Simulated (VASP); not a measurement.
## InSb: single point with PBEsol

**The experiment to reproduce.**

“Electronic Structure and Epitaxy of CdTe Shells on InSb Nanowires”, 2021, arxiv:2111.05126 quotes, for a bulk crystal of InSb: band gap 0.24 eV.

The system is InSb.

```
In Sb
1.0
     0.00000    3.25993    3.25993
     3.25993    0.00000    3.25993
     3.25993    3.25993    0.00000
In Sb
1 1
Cartesian
  0.0000 0.0000 0.0000
  1.6300 1.6300 1.6300
```

- Program: VASP 6.6.1
- Task: single point
- Functional: PBEsol
- Potentials or basis: VASP PAW PBE potentials, release 64 (In_d, Sb)
- Cutoff: 520 eV
- k mesh: 12 × 12 × 12
- Occupations: gaussian, width 0.1 eV
- Spin: no spin polarisation
- Dipole correction: no
- Further INCAR settings: ALGO = Normal; EDIFF = 1e-06; NBANDS = 16

```json
{
 "Pressure": "0.0 GPa",
 "Band gap on the k mesh": "zero (filled and empty bands touch)"
}
```

Levels at points of the mesh, in eV from the Fermi level:
```tsv
k point	band 7	band 8	band 9	band 10	band 11	band 12
(0.00, 0.00, 0.00)	-0.42	-0.06	-0.06	-0.06	2.88	2.88
(0.50, 0.00, 0.00)	-5.63	-1.04	-1.04	0.38	3.72	3.72
(0.50, 0.50, 0.00)	-5.92	-2.27	-2.27	1.22	1.23	7.96
```

Wall time 84 s on 1 thread of Intel Xeon 8259CL, on a shared host, peak memory 0.25 GiB.

A measured gap of InSb is 0.24 eV (quoted in “Electronic Structure and Epitaxy of CdTe Shells on InSb Nanowires”, 2021, arxiv:2111.05126); the calculated 0.00 eV misses it by -0.24 eV. Spin-orbit coupling on In, Sb is left out. The value is that of PBEsol on a finite k mesh, which can miss the band edges, without temperature or zero-point motion. Semilocal functionals fall short of measured gaps as a rule.

Caveat: semilocal functionals underestimate gaps, so a narrow gap can read as zero; the PAW data sets were made with another functional, which shifts forces and pressure a little; spin-orbit coupling is left out, which moves the levels of the heavy elements.
